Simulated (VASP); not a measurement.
Set up this calculation in VASP 6.6.1, as the native input.

- Task: single point
- Functional: PBE
- Potentials or basis: VASP PAW PBE potentials, release 64 (Ga_d, P)
- Cutoff: 500 eV
- k mesh: 2 × 2 × 2
- Occupations: gaussian, width 0.01 eV
- Spin: no spin polarisation
- Dipole correction: no
- Further INCAR settings: ALGO = Normal; EDIFF = 1e-06; NBANDS = 86

The structure of GaP lies in POSCAR:

```
GaP
1.0
    0.0000000000      5.5051169544     -5.5051169544
    5.5051169544      5.5051169544      0.0000000000
    5.5051169544      0.0000000000     -5.5051169544
Ga P
8 8
Direct
    0.0000000000      0.0000000000      0.5000000000
    0.0000000000      0.5000000000      0.5000000000
    0.5000000000      0.0000000000      0.5000000000
    0.5000000000      0.5000000000      0.5000000000
    0.0000000000      0.0000000000      1.0000000000
    0.0000000000      0.5000000000      1.0000000000
    0.5000000000      0.0000000000      1.0000000000
    0.5000000000      0.5000000000      1.0000000000
    0.1250000000      0.1250000000      0.1250000000
    0.1250000000      0.6250000000      0.1250000000
    0.6250000000      0.1250000000      0.1250000000
    0.6250000000      0.6250000000      0.1250000000
    0.1250000000      0.1250000000      0.6250000000
    0.1250000000      0.6250000000      0.6250000000
    0.6250000000      0.1250000000      0.6250000000
    0.6250000000      0.6250000000      0.6250000000
```

The input as run:

INCAR

```
PREC     = Accurate       # precision mode
ENCUT    = 500            # plane-wave cutoff, eV
EDIFF    = 1E-6           # SCF threshold, eV
ISMEAR   = 0              # smearing method
SIGMA    = 0.01           # smearing width, eV
LREAL    = F              # projectors in reciprocal space
LASPH    = T              # aspherical terms in the spheres
NELM     = 120            # most SCF steps
ALGO     = Normal         # electronic algorithm
ISIF     = 2              # what is computed and relaxed
LWAVE    = F              # write WAVECAR
LCHARG   = F              # write CHGCAR
GGA      = PE             # functional
NBANDS   = 86             # bands
GGA_COMPAT= F
```

KPOINTS

```
Automatic mesh
0
Gamma
  2 2 2
```

Potentials or basis: VASP PAW PBE potentials, release 64 (Ga_d, P).

Command:

```console
$ cat potpaw_PBE.64/Ga_d/POTCAR potpaw_PBE.64/P/POTCAR > POTCAR
$ mpirun -np 1 vasp_std > vasp.out
```

Results of the run:

- Pressure: 0.4 GPa
- Band gap on the k mesh: 1.56 eV

Caveat: the k points lie up to 0.49 Å⁻¹ apart.

It took 75 s on 1 thread of Intel(R) Xeon(R) 6975P-C (Granite Rapids), with other jobs on the host, peak memory 0.51 GiB.
